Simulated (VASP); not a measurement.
Crystal: In.

```
CELL_PARAMETERS angstrom
2.53990 -4.30465 0.00000
2.53990 4.30465 0.00000
0.00000 0.00000 5.08655
ATOMIC_POSITIONS crystal
In 0.15250 0.84750 0.07850
In 0.65250 0.34750 0.42150
In 0.84750 0.15250 0.92150
In 0.34750 0.65250 0.57850
```

- Program: VASP 6.6.1
- Task: relaxation of cell and atoms
- Functional: PBEsol
- Potentials or basis: VASP PAW PBE potentials, release 64 (In_d)
- Cutoff: 600 eV
- k mesh: 4 × 4 × 4
- Occupations: gaussian, width 0.1 eV
- Spin: no spin polarisation

At the start: pressure 0.9 GPa; volume 27.81 Å³/atom.

Where does the relaxation end?

Over 6 steps the energy falls by 15.2 meV/atom and the volume is 28.33 Å³/atom (+1.9 %); space group Cmce (No. 64, to 0.1 Å) before and after.

The path:
```tsv
step	energy change (eV)	largest force (eV/Å)	pressure (GPa)	volume (Å³)
1	0.0000	0.5874	0.91	111.23
2	-0.0505	0.1013	-0.22	113.77
3	-0.0505	0.1099	-0.21	113.72
4	-0.0564	0.0646	-0.02	113.29
5	-0.0593	0.0182	0.22	112.69
6	-0.0609	0.0230	-0.01	113.33
```

Final structure:
```
In
1.0
     2.57497   -4.32757    0.00000
     2.57497    4.32757    0.00000
     0.00000    0.00000    5.08529
In
4
Direct
  0.15791 0.84209 0.08017
  0.65791 0.34209 0.41983
  0.84209 0.15791 0.91983
  0.34209 0.65791 0.58017
```

Caveat: the PAW data sets were made with another functional, which shifts forces and pressure a little.
